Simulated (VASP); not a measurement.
## Tc: single point with LDA

Crystal: Tc.

```
CELL_PARAMETERS angstrom
2.64420 0.00000 0.00000
-1.32210 2.28995 0.00000
0.00000 0.00000 4.22622
ATOMIC_POSITIONS crystal
Tc 0.33333 0.66667 0.25000
Tc 0.66667 0.33333 0.75000
```

```yaml
Program: VASP 6.6.1
Task: single point
Functional: LDA
Potentials_or_basis: VASP PAW LDA potentials, release 64 (Tc_pv)
Cutoff: 520 eV
k_mesh: 9 × 9 × 5
Occupations: fermi-dirac, width 0.1 eV
Spin: no spin polarisation
Dipole_correction: no
Further_INCAR_settings: ALGO = Normal; EDIFF = 1e-06; NBANDS = 20
```

| Quantity | Value |
| --- | --- |
| Pressure | 30.2 GPa |
| Band gap on the k mesh | zero (band 13 reaches 15.78 eV, above the bottom of band 14 at 13.22 eV) |

Levels at points of the mesh, in eV from the Fermi level:
| k point | band 10 | band 11 | band 12 | band 13 | band 14 | band 15 | band 16 | band 17 |
| --- | --- | --- | --- | --- | --- | --- | --- | --- |
| (0.00, 0.00, 0.00) | -1.98 | -1.85 | -1.11 | -1.11 | -0.33 | -0.33 | 2.04 | 2.84 |

Wall time 15 s on 1 thread of Intel(R) Xeon(R) Platinum 8259CL CPU @ 2.50GHz (Skylake/Cascade Lake), on a shared host, peak memory 0.13 GiB.
